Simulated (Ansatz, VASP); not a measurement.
**Two plane-wave programs on Na3H2**

File INCAR:

```
SYSTEM = Na3H2
PREC = Accurate
ENCUT = 600
EDIFF = 1E-6
ISMEAR = 0
SIGMA = 0.1
LREAL = .FALSE.
LASPH = .TRUE.
NELM = 60
ALGO = Normal
ISIF = 3
LWAVE = .FALSE.
LCHARG = .FALSE.
GGA = PE
IBRION = 2
NSW = 100
EDIFFG = -0.01
```

File KPOINTS:

```
regular mesh
0
G
  8 8 6
  0 0 0
```

POSCAR

```
Na3H2
1.0
    4.4139805200      0.0000000000      0.0000000000
    0.0000000000      4.4139805200      0.0000000000
    0.0000000000      0.0000000000      6.2423111100
Na H
3 2
Direct
    0.0000000000      0.0000000000      0.0000000000
    0.5000000000      0.5000000000      0.5000000000
    0.0000000000      0.0000000000      0.5000000000
    0.5000000000      0.0000000000      0.7500000000
    0.0000000000      0.5000000000      0.2500000000
```

Input for Ansatz:

```yaml
crystal:
  lattice:
    - [4.41398052, 0.0, 0.0]
    - [0.0, 4.41398052, 0.0]
    - [0.0, 0.0, 6.24231111]
  atoms:
    - { symbol: Na, position: [0.0, 0.0, 0.0] }
    - { symbol: Na, position: [0.5, 0.5, 0.5] }
    - { symbol: Na, position: [0.0, 0.0, 0.5] }
    - { symbol: H, position: [0.5, 0.0, 0.75] }
    - { symbol: H, position: [0.0, 0.5, 0.25] }
basis:
  ecutwfc: 420
kpoints:
  mp_grid: { grid: [8, 8, 6] }
hamiltonian:
  xc: pbe
scf:
  occupations: { method: gaussian, width: 0.1 }
output:
  forces: true
  stress: true
  eigenvalues: true
relax:
  adjacent_minimum: "off"
  f_tol: 0.01
  max_steps: 80
  cell: { stress_tol: 0.05 }
```

Change from the starting cell: ordered vacancies on the cation sites of antifluorite (P-4m2, No. 115).

Alike in both runs: task relaxation of cell and atoms; functional PBE; k mesh 8 × 8 × 6; occupations gaussian, width 0.1 eV; no spin polarisation.

```csv
,VASP,Ansatz
version,VASP 6.6.1,Ansatz 0.2.0
potentials or method,"VASP PAW PBE potentials, release 64 (Na_pv, H), cutoff 600 eV","scalar-relativistic, plane waves, PAW"
valence electrons in the cell,23,29
```

|  | VASP | Ansatz | Ansatz less VASP |
| --- | --- | --- | --- |
| gap on the k mesh at the Fermi level, each at its own relaxed structure (eV) | none | none | - |
| relaxed volume (Å³/atom) | 29.03 | 29.39 | +0.355 |
| relaxed length of the cell vector where the two differ most in proportion (Å) | 7.346 | 7.621 | +0.2742 |

A gap of «none» marks a metal or a gap that the smearing closes. VASP's potentials hold 23 valence electrons a cell and Ansatz's 29, so a difference there can come from the potentials and not from the codes.

Noted on VASP's run: the volume moved by over 15 % at a fixed basis, so the end points are rough.
